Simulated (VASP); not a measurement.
Here is a VASP 6.6.1 calculation.

INCAR

```
PREC     = Accurate       # precision mode
ENCUT    = 520            # plane-wave cutoff, eV
EDIFF    = 1E-7           # SCF threshold, eV
ISMEAR   = 0              # smearing method
SIGMA    = 0.1            # smearing width, eV
LREAL    = F              # projectors in reciprocal space
LASPH    = T              # aspherical terms in the spheres
NELM     = 60             # most SCF steps
ALGO     = Fast           # electronic algorithm
ISIF     = 2              # what is computed and relaxed
LWAVE    = F              # write WAVECAR
LCHARG   = F              # write CHGCAR
GGA      = PE             # functional
NBANDS   = 14             # bands
```

The input KPOINTS:

```
Automatic mesh
0
Gamma
  12 12 12
```

POSCAR

```
Mg3Re
1.0
    4.1463144202      0.0000000000      0.0000000000
    0.0000000000      4.1463144202      0.0000000000
    0.0000000000      0.0000000000      4.1463144202
Mg Re
3 1
Direct
    0.0000000000      0.5000000000      0.5000000000
    0.5000000000      0.0000000000      0.5000000000
    0.5000000000      0.5000000000      0.0000000000
    0.0000000000      0.0000000000      0.0000000000
```

Potentials or basis: VASP PAW PBE potentials, release 64 (Mg, Re).

The run is started by

```bash
$ cat potpaw_PBE.64/Mg/POTCAR potpaw_PBE.64/Re/POTCAR > POTCAR
$ mpirun -np 1 vasp_std > vasp.out
```

Q: What does it give for the band gap on the k mesh?

A: Zero (an odd number of electrons rules out a gap without spin polarisation).

Q: Estimate the pressure.

A: -0.2 GPa.

Caveat: spin-orbit coupling is left out, which moves the levels of the heavy elements.
